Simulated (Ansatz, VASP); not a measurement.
**Two plane-wave programs on GaP**

```xyz
2
Lattice="0.0000 2.7533 2.7533 2.7533 0.0000 2.7533 2.7533 2.7533 0.0000" Properties=species:S:1:pos:R:3 pbc="T T T"
Ga    0.0000    0.0000    0.0000
P     1.3767    1.3767    1.3767
```

Alike in both runs: task single point; functional PBE; k mesh 8 × 8 × 8; occupations gaussian, width 0.02 eV; no spin polarisation.

|  | VASP | Ansatz |
| --- | --- | --- |
| version | VASP 6.6.1 | Ansatz 0.2.0 |
| potentials or method | VASP PAW PBE potentials, release 64 (Ga_d, P), cutoff 500 eV | scalar-relativistic, plane waves, PAW |
| valence electrons in the cell | 18 | 18 |

```tsv
	VASP	Ansatz	Ansatz less VASP
gap on the k mesh at the Fermi level (eV)	1.57	1.58	+0.004
least direct gap on the mesh (eV)	1.57	1.58	+0.004
pressure (GPa)	-0.1	0.0	+0.10
```
